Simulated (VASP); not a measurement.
# HfSiO4 (P-4m2) in VASP: vibrations by perturbation theory with PBEsol

Aim: the vibrations by perturbation theory of HfSiO4 with PBEsol.

Everything below comes from runs of VASP 6.6.1. Logs are shortened: lines on timing, memory, paths and dates and some standing lists are left out, and cuts for length are marked.

## (1) The cell of the first run

It takes space group P-4m2 (No. 115, tetragonal). The conventional cell has a = 3.310 Å, b = 3.310 Å, c = 5.447 Å, α = 90.00°, β = 90.00°, γ = 90.00°. Within 2.4 Å of Si (site symmetry -4m2) lie 8 O at 1.81 to 2.38 Å. Hf (site symmetry -4m2) has 8 O at 1.94 to 2.58 Å within 2.6 Å. O (site symmetry 2mm) has 2 Si at 1.81 Å and 5 O at 2.46 to 2.54 Å and 2 Hf at 2.58 Å within 2.6 Å. Within 2.6 Å of O (site symmetry 2mm) lie 2 Hf at 1.94 Å and 2 Si at 2.38 Å and 5 O at 2.46 to 2.54 Å.

## (2) Vibrations by perturbation theory, PBEsol

Contents of INCAR:

```
PREC     = Accurate       # precision mode
ENCUT    = 520            # plane-wave cutoff, eV
EDIFF    = 1E-8           # SCF threshold, eV
ISMEAR   = 0              # smearing method
SIGMA    = 0.01           # smearing width, eV
LREAL    = F              # projectors in reciprocal space
LASPH    = T              # aspherical terms in the spheres
NELM     = 60             # most SCF steps
ALGO     = Normal         # electronic algorithm
ISIF     = 2              # what is computed and relaxed
LWAVE    = F              # write WAVECAR
LCHARG   = F              # write CHGCAR
GGA      = PS             # functional
IBRION   = 8              # ionic algorithm
NSW      = 1              # ionic steps
LEPSILON = T              # dielectric tensor by DFPT
```

Contents of KPOINTS:

```
regular mesh
0
Gamma
  6 6 4
```

Contents of POSCAR:

```
HfSiO4
1.0
    3.3102851074      0.0000000000      0.0000000000
    0.0000000000      3.3102851074      0.0000000000
    0.0000000000      0.0000000000      5.4474877123
Si Hf O
1 1 4
Direct
    0.5000000000      0.5000000000      0.5000000000
    0.0000000000      0.0000000000      0.0000000000
    0.5000000000      0.0000000000      0.6361158882
    0.0000000000      0.5000000000      0.8148447181
    0.0000000000      0.5000000000      0.3638841118
    0.5000000000      0.0000000000      0.1851552819
```

Potentials or basis: VASP PAW PBE potentials, release 64 (Si, Hf_pv, O).

Launch:

```sh
$ cat potpaw_PBE.64/Si/POTCAR potpaw_PBE.64/Hf_pv/POTCAR potpaw_PBE.64/O/POTCAR > POTCAR
$ mpirun -np 1 vasp_std > vasp.out
```

OUTCAR:

```text
PREC = Accurate
   ENCUT = 520
   EDIFF = 1E-8
   ISMEAR = 0
   LREAL = F
   LASPH = T
   NELM = 60
   ISIF = 2
   GGA = PS
   IBRION = 8
   NSW = 1
   LEPSILON = T

 ion  position               nearest neighbor table
   1  0.500  0.500  0.500-   3 1.81   5 1.81   3 1.81   5 1.81   4 2.38   6 2.38   4 2.38   6 2.38

   2  0.000  0.000  0.000-   4 1.94   6 1.94   4 1.94   6 1.94   5 2.58   5 2.58   3 2.58   3 2.58

   3  0.500  0.000  0.636-   1 1.81   1 1.81   2 2.58   2 2.58
   4  0.000  0.500  0.815-   2 1.94   2 1.94   1 2.38   1 2.38
   5  0.000  0.500  0.364-   1 1.81   1 1.81   2 2.58   2 2.58
   6  0.500  0.000  0.185-   2 1.94   2 1.94   1 2.38   1 2.38

  LATTYP: Found a simple tetragonal cell.
 ALAT       =     3.3102851074
 C/A-ratio  =     1.6456249343

  Lattice vectors:

 A1 = (   3.3102851074,   0.0000000000,   0.0000000000)
 A2 = (   0.0000000000,   3.3102851074,   0.0000000000)
 A3 = (   0.0000000000,   0.0000000000,   5.4474877123)

Analysis of symmetry for initial positions (statically):
=====================================================================
 Subroutine PRICEL returns:
[... 964 lines left out ...]
  1Z     0.000000    0.000000  -12.483752    0.000000    0.000000   12.549999    0.000000    0.000000    6.047151    0.000000    0.000000   -6.080275    0.000000    0.000000    6.047151    0.000000    0.000000   -6.080275
  2X     0.508539    0.000000    0.000000  -24.035273    0.000000    0.000000   -1.577436    0.000000    0.000000    0.883206    0.000000    0.000000    0.730965    0.000000    0.000000   23.489999    0.000000    0.000000
  2Y     0.000000    0.508539    0.000000    0.000000  -24.035273    0.000000    0.000000    0.730965    0.000000    0.000000   23.489999    0.000000    0.000000   -1.577436    0.000000    0.000000    0.883206    0.000000
  2Z     0.000000    0.000000   12.540392    0.000000    0.000000  -30.314326    0.000000    0.000000   -4.190404    0.000000    0.000000   13.077371    0.000000    0.000000   -4.190404    0.000000    0.000000   13.077371
  3X     2.010510    0.000000    0.000000   -1.568905    0.000000    0.000000   -7.524045    0.000000    0.000000    3.767133    0.000000    0.000000    2.612535    0.000000    0.000000    0.702772    0.000000    0.000000
  3Y     0.000000    7.925888    0.000000    0.000000    0.738120    0.000000    0.000000  -17.670884    0.000000    0.000000    6.690423    0.000000    0.000000    2.612741    0.000000    0.000000   -0.296288    0.000000
  3Z     0.000000    0.000000    6.040483    0.000000    0.000000   -4.181981    0.000000    0.000000  -12.553315    0.000000    0.000000    2.077103    0.000000    0.000000    1.466773    0.000000    0.000000    7.150936
  4X    -2.786596    0.000000    0.000000    0.892078    0.000000    0.000000    3.768553    0.000000    0.000000   -1.556825    0.000000    0.000000   -0.297206    0.000000    0.000000   -0.020004    0.000000    0.000000
  4Y     0.000000   -0.059231    0.000000    0.000000   23.501791    0.000000    0.000000    6.692537    0.000000    0.000000  -30.820473    0.000000    0.000000    0.705494    0.000000    0.000000   -0.020118    0.000000
  4Z     0.000000    0.000000   -6.069900    0.000000    0.000000   13.065348    0.000000    0.000000    2.073834    0.000000    0.000000  -18.345017    0.000000    0.000000    7.152117    0.000000    0.000000    2.123618
  5X     7.925888    0.000000    0.000000    0.738120    0.000000    0.000000    2.612741    0.000000    0.000000   -0.296288    0.000000    0.000000  -17.670884    0.000000    0.000000    6.690423    0.000000    0.000000
  5Y     0.000000    2.010510    0.000000    0.000000   -1.568905    0.000000    0.000000    2.612535    0.000000    0.000000    0.702772    0.000000    0.000000   -7.524045    0.000000    0.000000    3.767133    0.000000
  5Z     0.000000    0.000000    6.040483    0.000000    0.000000   -4.181981    0.000000    0.000000    1.466773    0.000000    0.000000    7.150936    0.000000    0.000000  -12.553315    0.000000    0.000000    2.077103
  6X    -0.059231    0.000000    0.000000   23.501791    0.000000    0.000000    0.705494    0.000000    0.000000   -0.020118    0.000000    0.000000    6.692537    0.000000    0.000000  -30.820473    0.000000    0.000000
  6Y     0.000000   -2.786596    0.000000    0.000000    0.892078    0.000000    0.000000   -0.297206    0.000000    0.000000   -0.020004    0.000000    0.000000    3.768553    0.000000    0.000000   -1.556825    0.000000
  6Z     0.000000    0.000000   -6.069900    0.000000    0.000000   13.065348    0.000000    0.000000    7.152117    0.000000    0.000000    2.123618    0.000000    0.000000    2.073834    0.000000    0.000000  -18.345017

 Eigenvectors and eigenvalues of the dynamical matrix
 ----------------------------------------------------

   1 f  =   23.141312 THz   145.401150 2PiTHz  771.911070 cm-1    95.704732 meV
             X         Y         Z           dx          dy          dz
      1.655143  1.655143  2.723744    -0.000239    0.074498    0.000000
      0.000000  0.000000  0.000000     0.000613   -0.191254    0.000000
      1.655143  0.000000  3.465233    -0.000014   -0.372157    0.000000
      0.000000  1.655143  4.438857    -0.000009    0.905170    0.000000
      0.000000  1.655143  1.982254     0.001194    0.004390    0.000000
      1.655143  0.000000  1.008631    -0.002903    0.002950    0.000000
[... 145 lines left out ...]
  18 f/i=    3.332332 THz    20.937662 2PiTHz  111.154646 cm-1    13.781413 meV
             X         Y         Z           dx          dy          dz
      1.655143  1.655143  2.723744    -0.330939   -0.283252   -0.000000
      0.000000  0.000000  0.000000    -0.081774   -0.069991    0.000000
      1.655143  0.000000  3.465233     0.200148   -0.088488   -0.000000
      0.000000  1.655143  4.438857     0.639494   -0.030472    0.000000
      0.000000  1.655143  1.982254    -0.103385    0.171308   -0.000000
      1.655143  0.000000  1.008631    -0.035602    0.547347    0.000000

--------------------------------------------------------------------------------------------------------

 MACROSCOPIC STATIC DIELECTRIC TENSOR IONIC CONTRIBUTION
 ------------------------------------------------------
           6.444950     0.000000    -0.000000
           0.000000     6.444950    -0.000000
          -0.000000    -0.000000    20.523858
 ------------------------------------------------------

 ELASTIC MODULI CONTR FROM IONIC RELAXATION (kBar)
 Direction    XX          YY          ZZ          XY          YZ          ZX
 --------------------------------------------------------------------------------
 XX       -2425.3549   1614.6177   -532.0689      0.0000     -0.0000      0.0000
 YY        1614.6177  -2425.3549   -532.0689      0.0000      0.0000     -0.0000
 ZZ        -532.0689   -532.0689  -1735.3631      0.0000     -0.0000      0.0000
 XY           0.0000      0.0000      0.0000      0.0000      0.0000      0.0000
 YZ          -0.0000      0.0000     -0.0000      0.0000  -1406.0408     -0.0000
 ZX           0.0000     -0.0000      0.0000      0.0000     -0.0000  -1496.8404
 --------------------------------------------------------------------------------

 PIEZOELECTRIC TENSOR IONIC CONTR  for field in x, y, z        (C/m^2)
          XX          YY          ZZ          XY          YZ          ZX
  --------------------------------------------------------------------------------
  x    -0.00000    -0.00000    -0.00000     0.00000    -0.00000     1.07387
  y     0.00000    -0.00000     0.00000     0.00000    -1.10939     0.00000
  z    -1.06921     1.06921    -0.00000     0.00000    -0.00000    -0.00000
```

OSZICAR:

```text
N       E                     dE             d eps       ncg     rms          rms(c)
DAV:   1     0.217670181354E+03    0.21767E+03   -0.21827E+04  1380   0.162E+03
DAV:   2    -0.495142174597E+02   -0.26718E+03   -0.26241E+03  1717   0.366E+02
DAV:   3    -0.603642615410E+02   -0.10850E+02   -0.10821E+02  1786   0.750E+01
DAV:   4    -0.604581025483E+02   -0.93841E-01   -0.93781E-01  1709   0.780E+00
[... 327 lines left out ...]
RMM:   9    -0.378371853223E+00    0.24570E-05    0.27050E-08  3832   0.560E-04    0.211E-04
RMM:  10    -0.378372427541E+00   -0.57432E-06    0.29177E-08  3867   0.207E-04    0.826E-05
RMM:  11    -0.378373089884E+00   -0.66234E-06    0.43745E-08  3866   0.126E-04    0.259E-05
RMM:  12    -0.378373072499E+00    0.17384E-07    0.14891E-08  3956   0.635E-05    0.109E-05
RMM:  13    -0.378373068935E+00    0.35642E-08    0.89155E-09  3875   0.542E-05    0.157E-06
 Linear response finished
```

Wall time 15 min (1 thread of Intel Xeon 6975P-C (Granite Rapids), shared host); peak memory 0.44 GiB.

What came out:

- Electronic dielectric tensor (diagonal): 4.90, 4.90, 4.82
- Born charges (mean of the diagonal): Si +4.47; Hf +4.88; O -2.16, -2.52 (each value once) e
- Highest phonon frequency at Γ, LO-TO splitting left out: 772 cm⁻¹
- Most unstable mode: 111i cm⁻¹

Phonon frequencies in cm⁻¹ (negative: imaginary):
| q point | frequencies |
| --- | --- |
| (0.000, 0.000, 0.000) | -111 -111 0 0 0 156 156 224 303 417 417 437 554 554 629 699 772 772 |

Electronic dielectric tensor:
```
4.90 0.00 0.00
0.00 4.90 0.00
0.00 0.00 4.82
```

Born effective charge tensors (e):
atom 1, Si
```
4.36 0.00 0.00
0.00 4.36 0.00
0.00 0.00 4.68
```
atom 2, Hf
```
5.14 0.00 0.00
0.00 5.14 0.00
0.00 0.00 4.35
```
atom 3, O
```
-1.59  0.00  0.00
 0.00 -2.62  0.00
 0.00  0.00 -2.26
```
atom 4, O
```
-1.73  0.00  0.00
 0.00 -3.56  0.00
 0.00  0.00 -2.25
```
atom 5, O
```
-2.62  0.00  0.00
 0.00 -1.59  0.00
 0.00  0.00 -2.26
```
atom 6, O
```
-3.56  0.00  0.00
 0.00 -1.73  0.00
 0.00  0.00 -2.25
```

Caveat: the cell stands under pressure or tension, which shifts response properties; some modes are imaginary; spin-orbit coupling is left out, which moves the levels of the heavy elements.
